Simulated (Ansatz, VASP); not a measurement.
## MgO: VASP beside Ansatz

Contents of INCAR:

```
SYSTEM = MgO
PREC = Accurate ; ENCUT = 840
EDIFF = 1E-6 ; ISMEAR = 0
SIGMA = 0.02 ; LREAL = .False.
LASPH = .True. ; NELM = 120
ALGO = Normal ; ISIF = 2
LWAVE = .False. ; LCHARG = .True.
LELF = .True. ; LVHAR = .True.
NBANDS = 24 ; GGA_COMPAT = .False.
```

KPOINTS

```
regular mesh
0
Gamma
  6 6 6
  0 0 0
```

Contents of POSCAR:

```
MgO
1.0
    3.5207161421      0.0000000000      0.0000000000
   -1.7603580710      3.0490296186      0.0000000000
    0.0000000000      0.0000000000      4.2374418908
Mg O
2 2
Direct
    0.6666666667      0.3333333333      0.7500000000
    0.3333333333      0.6666666667      0.2500000000
    0.6666666667      0.3333333333      0.2500000000
    0.3333333333      0.6666666667      0.7500000000
```

Input for Ansatz:

```yaml
crystal:
  lattice:
    - [3.5207161421, 0.0, 0.0]
    - [-1.760358071, 3.0490296186, 0.0]
    - [0.0, 0.0, 4.2374418908]
  atoms:
    - { symbol: Mg, position: [0.6666666667, 0.3333333333, 0.75] }
    - { symbol: Mg, position: [0.3333333333, 0.6666666667, 0.25] }
    - { symbol: O, position: [0.6666666667, 0.3333333333, 0.25] }
    - { symbol: O, position: [0.3333333333, 0.6666666667, 0.75] }
basis:
  ecutwfc: 420
kpoints:
  mp_grid: { grid: [6, 6, 6] }
  band_path:
    path:
      - [[0.0, 0.0, 0.0], [0.5, 0.0, 0.0], [0.33333333, 0.33333333, 0.0], [0.0, 0.0, 0.0], [0.0, 0.0, 0.5], [0.5, 0.0, 0.5], [0.33333333, 0.33333333, 0.5], [0.0, 0.0, 0.5]]
      - [[0.5, 0.0, 0.5], [0.5, 0.0, 0.0]]
      - [[0.33333333, 0.33333333, 0.5], [0.33333333, 0.33333333, 0.0]]
    npoints: 14
hamiltonian:
  xc: lda
scf:
  occupations: { method: gaussian, width: 0.02 }
  n_extra_bands: 10
output:
  forces: true
  stress: true
  eigenvalues: true
  populations: true
  dos: { projected: true, de: 0.02, nscf_kmesh: { grid: [9, 9, 9] } }
  bader: true
  write_density: true
  write_potential: true
  elf: true
  volumetric_format: npy
```

Alike in both runs: task single point; functional LDA; k mesh 6 × 6 × 6; occupations gaussian, width 0.02 eV; no spin polarisation.

|  | VASP | Ansatz |
| --- | --- | --- |
| version | VASP 6.6.1 | Ansatz 0.2.0 |
| potentials or method | VASP PAW LDA potentials, release 64 (Mg_sv, O), cutoff 840 eV | scalar-relativistic, plane waves, PAW |
| valence electrons in the cell | 32 | 32 |

VASP gave:

```
gap on the k mesh at the Fermi level (eV)                     : 3.17
least direct gap on the mesh (eV)                             : 3.17
pressure (GPa)                                                : -7.6
traceless stress, the component that is largest in VASP (GPa) : -0.74
```

Q: What did Ansatz give for the same quantities?

A: gap on the k mesh at the Fermi level (eV): 3.16; least direct gap on the mesh (eV): 3.16; pressure (GPa): -8.0; traceless stress, the component that is largest in VASP (GPa): -0.74.

LDA's correlation is that of Perdew and Zunger in VASP and of Perdew and Wang (1992) in Ansatz.
